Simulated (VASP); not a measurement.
**B2P: single point with r2SCAN**

B2P:

```
B P
1.0
     4.09373    0.00000    0.00000
    -2.04687    3.54528    0.00000
     0.00000    0.00000    3.82868
B P
4 2
Direct
  0.00000 0.00000 0.00000
  0.00000 0.00000 0.50000
  0.33333 0.66667 0.75000
  0.66667 0.33333 0.25000
  0.33333 0.66667 0.25000
  0.66667 0.33333 0.75000
```

| Item | Value |
| --- | --- |
| Program | VASP 6.6.1 |
| Task | single point |
| Functional | r2SCAN |
| Potentials or basis | VASP PAW PBE potentials, release 64 (B, P) |
| Cutoff | 520 eV |
| k mesh | 6 × 6 × 4 |
| Occupations | gaussian, width 0.1 eV |
| Spin | no spin polarisation |

| Item | Value |
| --- | --- |
| Pressure | -0.2 GPa |
| Band gap on the k mesh | zero (band 11 reaches 11.12 eV, above the bottom of band 12 at 6.09 eV) |

Stress tensor (GPa, compression positive):
```
 0.26  0.00  0.00
 0.00  0.26  0.00
 0.00  0.00 -1.05
```

Levels at points of the mesh, in eV from the Fermi level:
```csv
k point,band 8,band 9,band 10,band 11,band 12,band 13,band 14,band 15
"(0.00, 0.00, 0.00)",-5.79,-5.79,-3.92,-0.54,1.26,1.26,2.94,3.31
"(0.50, 0.00, 0.00)",-4.56,-0.70,-0.25,-0.22,0.26,0.31,1.72,1.84
"(0.00, 0.00, 0.50)",-4.19,-4.19,-4.19,-3.17,-3.17,-3.17,-3.17,3.15
"(0.50, 0.00, 0.50)",-6.57,1.36,1.36,1.76,1.76,3.80,3.80,4.68
```

Wall time 43 s on 1 thread of Intel(R) Xeon(R) 6975P-C (Granite Rapids), with other jobs on the host, peak memory 0.17 GiB.

Caveat: the k points lie up to 0.41 Å⁻¹ apart; the PAW data sets were made with another functional, which shifts forces and pressure a little.
